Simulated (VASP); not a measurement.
Be2C, 3 atoms in the cell. The structure is cubic, space group Fm-3m (No. 225). The conventional cell has a = 4.325 Å, b = 4.325 Å, c = 4.325 Å, α = 90.00°, β = 90.00°, γ = 90.00°. Be (site symmetry -43m) has 4 C at 1.87 Å and 6 Be at 2.16 Å within 2.5 Å. Within 2.5 Å of C (site symmetry m-3m) lie 8 Be at 1.87 Å. 

- Program: VASP 6.6.1
- Task: vibrations by perturbation theory
- Functional: PBEsol
- Potentials or basis: VASP PAW PBE potentials, release 64 (Be, C)
- Cutoff: 600 eV
- k mesh: 10 × 10 × 10
- Occupations: gaussian, width 0.01 eV
- Spin: no spin polarisation
- Dipole correction: no
- Further INCAR settings: ALGO = Normal; EDIFF = 1e-08; NBANDS = 11; IBRION = 8; NSW = 1

Potentials or basis: VASP PAW PBE potentials, release 64 (Be, C).

Command:

```bash
$ cat potpaw_PBE.64/Be/POTCAR potpaw_PBE.64/C/POTCAR > POTCAR
$ mpirun -np 1 vasp_std > vasp.out
```

Hardware: 1 thread of Intel(R) Xeon(R) 6975P-C (Granite Rapids) (shared host).

Task: How long does it take, and how much memory?

Result: Wall time 34 s on 1 thread of Intel(R) Xeon(R) 6975P-C (Granite Rapids), on a shared host, peak memory 0.22 GiB. Counts: scf iterations 36, k points 47.
